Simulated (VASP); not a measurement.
Runs of VASP 6.6.1 on CaTl2. The structure is that of space group P4/nmm (No. 129), or close to it. The cells are those of the table. 

| task | cell | k mesh | cutoff (eV) | gap on the mesh (eV) | pressure (GPa) | largest force (eV/Å) |
| --- | --- | --- | --- | --- | --- | --- |
| single point | a = 4.714, b = 4.714, c = 7.193 Å, 6 atoms | 4 × 4 × 4 | 520 | none | (a) | 0.63 |
| single point | a = 4.876, b = 4.876, c = 7.836 Å, 6 atoms | 8 × 8 × 6 | 520 | none | 0.0 | - |
| single point | a = 4.918, b = 4.918, c = 7.725 Å, 6 atoms | 4 × 4 × 4 | 520 | none | 0.0 | 0.01 |
| relaxation of cell and atoms | relaxed from a = 4.714, b = 4.714, c = 7.193 Å, 6 atoms | 4 × 4 × 4 | 600 | none | 0.0 | 0.03 |

Alike in all rows: level PBE; potentials or basis VASP PAW PBE potentials, release 64 (Ca_sv, Tl_d); no spin polarisation; smearing gaussian 0.1 eV.

Fill in the values left out.

(a) 7.7.

Caveats: spin-orbit coupling is left out, which moves the levels of the heavy elements.

A k mesh can miss the band edges, and the runs leave out spin-orbit coupling on Tl.

A gap of «none» marks levels without a gap at the run's occupations.
